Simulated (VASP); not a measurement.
# Cd2HgS3 (C2) in VASP: single point with PBE

Aim: the single point of Cd2HgS3 with PBE.

Program: VASP 6.6.1. These are calculated values, not measurements. Logs are shortened: lines on timing, memory, paths and dates and some standing lists are left out, and cuts for length are marked.

## (1) The cell of the first run

Symmetry: C2, No. 5, monoclinic system. Conventional cell: a = 7.246 Å, b = 4.111 Å, c = 9.755 Å, α = 90.00°, β = 96.53°, γ = 90.00°. Within 3.5 Å of Cd (site symmetry 1) lie 5 S at 2.57 to 3.46 Å. Hg (site symmetry 2) has 2 S at 2.38 Å within 3.1 Å. Within 3.4 Å of S (site symmetry 2) lie 4 Cd at 2.57 to 2.68 Å. Within 3.1 Å of S (site symmetry 1) lie 1 Hg at 2.38 Å and 2 Cd at 2.57 to 2.62 Å.

## (2) Single point, PBE

Contents of INCAR:

```
PREC = Accurate
ENCUT = 520
EDIFF = 1E-6
ISMEAR = 0
SIGMA = 0.02
LREAL = False
LASPH = True
NELM = 100
ALGO = Normal
ISIF = 2
LWAVE = False
LCHARG = False
GGA = PE
NBANDS = 36
```

Contents of KPOINTS:

```
Automatic mesh
0
Gamma
  8 8 4
```

Contents of POSCAR:

```
Cd2HgS3
1.0
    3.6231766339     -2.0553413177      0.0021120541
    3.6231766339      2.0553413177      0.0021120541
   -1.1153971972      0.0000000000      9.6913257884
Cd Hg S
2 1 3
Direct
   -0.0011176244      0.5943705472      0.1631691244
    0.4056294528      1.0011176244      0.8368308756
    0.6919947241      0.3080052759      0.5000000000
    0.4840044794      0.5159955206      0.0000000000
    0.9588239972      0.5393350290      0.6815383474
    0.4606649710      0.0411760028      0.3184616526
```

Potentials or basis: VASP PAW PBE potentials, release 64 (Cd, Hg, S).

The run is started by

```sh
$ cat potpaw_PBE.64/Cd/POTCAR potpaw_PBE.64/Hg/POTCAR potpaw_PBE.64/S/POTCAR > POTCAR
$ mpirun -np 1 vasp_std > vasp.out
```

OUTCAR:

```text
PREC = Accurate
   ENCUT = 520
   EDIFF = 1E-6
   ISMEAR = 0
   LREAL = False
   LASPH = True
   NELM = 100
   ISIF = 2
   GGA = PE

 ion  position               nearest neighbor table
   1  0.999  0.594  0.163-   4 2.57   6 2.57   6 2.62   4 2.68
   2  0.406  0.001  0.837-   4 2.57   5 2.57   5 2.62   4 2.68
   3  0.692  0.308  0.500-   5 2.38   6 2.38   6 3.33   5 3.33
   4  0.484  0.516  0.000-   1 2.57   2 2.57   1 2.68   2 2.68
   5  0.959  0.539  0.682-   3 2.38   2 2.57   2 2.62   3 3.33
   6  0.461  0.041  0.318-   3 2.38   1 2.57   1 2.62   3 3.33

  LATTYP: Found a base centered monoclinic cell.
 ALAT       =     7.2463544990
 B/A-ratio  =     0.5672759504
 C/A-ratio  =     1.3462357458
 COS(beta)  =    -0.1137584175

  Lattice vectors:

 A1 = (   3.6231766339,  -2.0553413177,   0.0021120541)
 A2 = (   3.6231766339,   2.0553413177,   0.0021120541)
 A3 = (  -1.1153971972,   0.0000000000,   9.6913257884)

Analysis of symmetry for initial positions (statically):
=====================================================================
 Subroutine PRICEL returns:
 Original cell was already a primitive cell.

 Routine SETGRP: Setting up the symmetry group for a
 base centered monoclinic supercell.

 Subroutine GETGRP returns: Found  2 space group operations
 (whereof  2 operations were pure point group operations)
 out of a pool of  4 trial point group operations.

The static configuration has the point symmetry C_2 .

Analysis of symmetry for dynamics (positions and initial velocities):
=====================================================================
 Subroutine PRICEL returns:
 Original cell was already a primitive cell.

 Routine SETGRP: Setting up the symmetry group for a
 base centered monoclinic supercell.

 Subroutine GETGRP returns: Found  2 space group operations
 (whereof  2 operations were pure point group operations)
 out of a pool of  4 trial point group operations.

The dynamic configuration has the point symmetry C_2 .

 Subroutine INISYM returns: Found  2 space group operations
 (whereof  2 operations are pure point group operations),
 and found     1 'primitive' translations

----------------------------------------------------------------------------------------

                                     Primitive cell

  volume of cell :     144.3497

  direct lattice vectors                    reciprocal lattice vectors
     3.623176634 -2.055341318  0.002112054     0.137991190 -0.243268598  0.015881727
     3.623176634  2.055341318  0.002112054     0.137991190  0.243268598  0.015881727
    -1.115397197  0.000000000  9.691325788    -0.000060146  0.000000000  0.103178134

  length of vectors
     4.165554142  4.165554142  9.755301453     0.280131056  0.280131056  0.103178152

  position of ions in fractional coordinates (direct lattice)
     0.998882376  0.594370547  0.163169124
     0.405629453  0.001117624  0.836830876
     0.691994724  0.308005276  0.500000000
     0.484004479  0.515995521  0.000000000
     0.958823997  0.539335029  0.681538347
     0.460664971  0.041176003  0.318461653

  ion indices of the primitive-cell ions
   primitive index   ion index
                 1           1
                 2           2
                 3           3
                 4           4
                 5           5
                 6           6

----------------------------------------------------------------------------------------

 KPOINTS: Automatic mesh

Automatic generation of k-mesh.
 Grid dimensions read from file:
 generate k-points for:    8    8    4

 Generating k-lattice:

  Cartesian coordinates                     Fractional coordinates (reciprocal lattice)
     0.017248899 -0.030408575  0.001985216     0.125000000 -0.000000000  0.000000000
     0.017248899  0.030408575  0.001985216    -0.000000000  0.125000000  0.000000000
    -0.000015036  0.000000000  0.025794534     0.000000000  0.000000000  0.250000000

  Length of vectors
     0.035016382  0.035016382  0.025794538

  Shift w.r.t. Gamma in fractional coordinates (k-lattice)
     0.000000000  0.000000000  0.000000000

 Subroutine IBZKPT returns following result:
 ===========================================

 Found     78 irreducible k-points:

 Following reciprocal coordinates:
            Coordinates               Weight
  0.000000  0.000000  0.000000      1.000000
  0.125000 -0.000000 -0.000000      4.000000
  0.250000 -0.000000 -0.000000      4.000000
  0.375000 -0.000000 -0.000000      4.000000
  0.500000 -0.000000 -0.000000      2.000000
  0.125000  0.125000 -0.000000      2.000000
[... 16 lines left out ...]
  0.125000 -0.000000  0.250000      4.000000
  0.250000 -0.000000  0.250000      4.000000
 [... further k-points ...]
   k-points           NKPTS =     78   k-points in BZ     NKDIM =     78   number of bands    NBANDS=     36
   number of dos      NEDOS =    301   number of ions     NIONS =      6
   total plane-waves  NPLWV =  81920
   dimension x,y,z NGX =    32 NGY =   32 NGZ =   80
   dimension x,y,z NGXF=    64 NGYF=   64 NGZF=  160
   ions per type =               2   1   3
   NGX,Y,Z   is equivalent  to a cutoff of  12.77, 12.77, 13.63 a.u.
   NGXF,Y,Z  is equivalent  to a cutoff of  25.54, 25.54, 27.27 a.u.
 SYSTEM =  unknown system
   PREC   = accura    normal or accurate (medium, high low for compatibility)
   ISTART =      0    job   : 0-new  1-cont  2-samecut
   ICHARG =      2    charge: 1-file 2-atom 10-const
   ISPIN  =      1    spin polarized calculation?
   LNONCOLLINEAR =      F non collinear calculations
   LSORBIT =      F    spin-orbit coupling
   LASPH  =      T    aspherical Exc in radial PAW
   ENCUT  =  520.0 eV  38.22 Ry    6.18 a.u.   7.75  7.75 18.14*2*pi/ulx,y,z
   NELM   =    100;   NELMIN=  2; NELMDL= -5     # of ELM steps
   EDIFF  = 0.1E-05   stopping-criterion for ELM
   LREAL  =      F    real-space projection
   EDIFFG = 0.1E-04   stopping-criterion for IOM
   NSW    =      0    number of steps for IOM
   IBRION =     -1    ionic relax: 0-MD 1-quasi-New 2-CG
   NFREE  =      0    steps in history (QN), initial steepest desc. (CG)
   ISIF   =      2    stress and relaxation
   ISYM   =      2    0-nonsym 1-usesym 2-fastsym
   POTIM  = 0.5000    time-step for ionic-motion
   TEBEG  =    0.0;   TEEND  =   0.0 temperature during run
   PSTRESS=    0.0 pullay stress
   NELECT =      54.0000    total number of electrons
   NUPDOWN=      -1.0000    fix difference up-down
   EMIN   =  10.00;   EMAX   =-10.00  energy-range for DOS
   EFERMI =   0.00;   METHOD = LEGACY
   ISMEAR =     0;   SIGMA  =   0.02  broadening in eV -4-tet -1-fermi 0-gaus
   EFERMI_NEDOS =   21; number of points for ismear=-14 and -15
   IALGO  =     38    algorithm
   IMIX   =      4    mixing-type and parameters
     AMIX     =   0.40;   BMIX     =  1.00
     AMIX_MAG =   1.60;   BMIX_MAG =  1.00
  volume/ion in A,a.u.               =      24.06       162.35
  Fermi-wavevector in a.u.,A,eV,Ry     =   1.179598  2.229118 18.931857  1.391452
  Thomas-Fermi vector in A             =   2.315906
   LORBIT       =      0    0 simple, 1 ext, 2 COOP (PROOUT), +10 PAW based schemes
   GGA     = PE    functional components
   LHFCALC =     F    Hartree Fock is set to
   AEXX    =    0.0000 exact exchange contribution
   IVDW    =     0    specifies the selected vdW correction
   LEPSILON=     F    determine dielectric tensor
   LRPA    =     F    only Hartree local field effects (RPA)
 non-spin polarized calculation
 Gauss-broadening in eV      SIGMA  =   0.02
  energy-cutoff  :      520.00
  volume of cell :      144.35
 maximum number of plane-waves:      3914
   NGX = 15   NGY = 15   NGZ = 37

 number of electron      54.0000004 magnetization

 Free energy of the ion-electron system (eV)
  ---------------------------------------------------
  ext. energy  EPLUGINS =         0.00000000
  ---------------------------------------------------
  free energy    TOTEN  =       -16.41431109 eV

  energy without entropy =      -16.41431109  energy(sigma->0) =      -16.41431109

 E-fermi :   1.8398     XC(G=0):  -9.5474

 val. band max:        1.7133775362   @ k =   0.0000   0.0000   0.5000
 cond. band min:       2.7612500503   @ k =   0.0000   0.0000   0.0000
 fundamental gap:      1.0478725141
 Fermi energy:         1.8397897774

 k-point     1 :       0.0000    0.0000    0.0000
  band No.  band energies     occupation
      1     -10.9036      2.00000
      2     -10.1868      2.00000
      3     -10.0539      2.00000
      4      -6.0741      2.00000
      5      -5.8766      2.00000
      6      -5.8602      2.00000
[... 28 lines left out ...]
     35       8.8859      0.00000
     36       9.8469      0.00000

 k-point     2 :       0.1250   -0.0000   -0.0000
  band No.  band energies     occupation
      1     -10.8404      2.00000
      2     -10.1742      2.00000
      3     -10.0169      2.00000
      4      -6.0522      2.00000
      5      -5.8760      2.00000
      6      -5.8583      2.00000
[... 28 lines left out ...]
     35       9.1361      0.00000
     36       9.5230      0.00000

 k-point     3 :       0.2500   -0.0000   -0.0000
  band No.  band energies     occupation
      1     -10.6828      2.00000
      2     -10.1358      2.00000
      3      -9.9328      2.00000
      4      -5.9975      2.00000
      5      -5.8790      2.00000
      6      -5.8567      2.00000
[... 28 lines left out ...]
     35       8.8810      0.00000
     36       9.3728      0.00000
[... 742 lines left out ...]
 k-point    23 :       0.1250   -0.0000    0.2500
  band No.  band energies     occupation
      1     -10.7895      2.00000
      2     -10.3689      2.00000
      3      -9.8636      2.00000
      4      -6.0628      2.00000
      5      -5.8955      2.00000
      6      -5.8547      2.00000
[... 28 lines left out ...]
     35       9.0889      0.00000
     36       9.3997      0.00000

 k-point    24 :       0.2500   -0.0000    0.2500
  band No.  band energies     occupation
      1     -10.6419      2.00000
      2     -10.2710      2.00000
      3      -9.8335      2.00000
      4      -6.0162      2.00000
      5      -5.8966      2.00000
      6      -5.8497      2.00000
[... 28 lines left out ...]
     35       8.6972      0.00000
     36       9.4642      0.00000

 [... further k-points ...]

------------------------ aborting loop because EDIFF is reached ----------------------------------------

  FORCE on cell =-STRESS in cart. coord.  units (eV):
  Direction    XX          YY          ZZ          XY          YZ          ZX
  --------------------------------------------------------------------------------------
  -------------------------------------------------------------------------------------
  Total        0.3296101      0.2285872      0.3750589      0.0000000      0.0000000      0.1144208
  in kB        3.6584343      2.5371533      4.1628837      0.0000000      0.0000000      1.2699880
  external PRESSURE =       3.4528238 kB  Pullay stress =       0.0000000 kB

 VOLUME and BASIS-vectors are now :
 -----------------------------------------------------------------------------
  energy-cutoff  :      520.00
  volume of cell :      144.35
      direct lattice vectors                 reciprocal lattice vectors
     3.623176634 -2.055341318  0.002112054     0.137991190 -0.243268598  0.015881727
     3.623176634  2.055341318  0.002112054     0.137991190  0.243268598  0.015881727
    -1.115397197  0.000000000  9.691325788    -0.000060146  0.000000000  0.103178134

 POSITION                                       TOTAL-FORCE (eV/Angst)
 -----------------------------------------------------------------------------------
      5.59064     -0.83141      1.58469         0.003362     -0.000064      0.001259
      0.54032     -0.83141      8.11086        -0.003362     -0.000064     -0.001259
      3.06548     -0.78923      4.84777        -0.000000      0.006952      0.000000
      3.62318      0.06575      0.00211        -0.000000     -0.010757      0.000000
      4.66791     -0.86219      6.60817         0.054779      0.001967      0.023341
      1.46305     -0.86219      3.08738        -0.054779      0.001967     -0.023341
 -----------------------------------------------------------------------------------
    total drift:                               -0.000000     -0.000601      0.000000

  FREE ENERGIE OF THE ION-ELECTRON SYSTEM (eV)
  ---------------------------------------------------
  free  energy   TOTEN  =       -16.4143110914 eV

  energy  without entropy=      -16.4143110914  energy(sigma->0) =      -16.41431109
```

It took 7.8 min on 1 thread of Intel Xeon 8259CL, shared host; peak memory 0.52 GiB.

What came out:

```
Free energy            : -16.4143 eV
Pressure               : 0.3 GPa
Largest force          : 0.060 eV/Å
Band gap on the k mesh : 1.05 eV (least direct gap 1.11 eV)
```

Forces in eV/Å, atoms in the order of the input:
```
Cd   0.003  0.000  0.001
Cd  -0.003  0.000 -0.001
Hg   0.000  0.007  0.000
S    0.000 -0.011  0.000
S    0.055  0.002  0.023
S   -0.055  0.002 -0.023
```

Caveat: spin-orbit coupling is left out, which moves the levels of the heavy elements. A k mesh can miss the band edges.
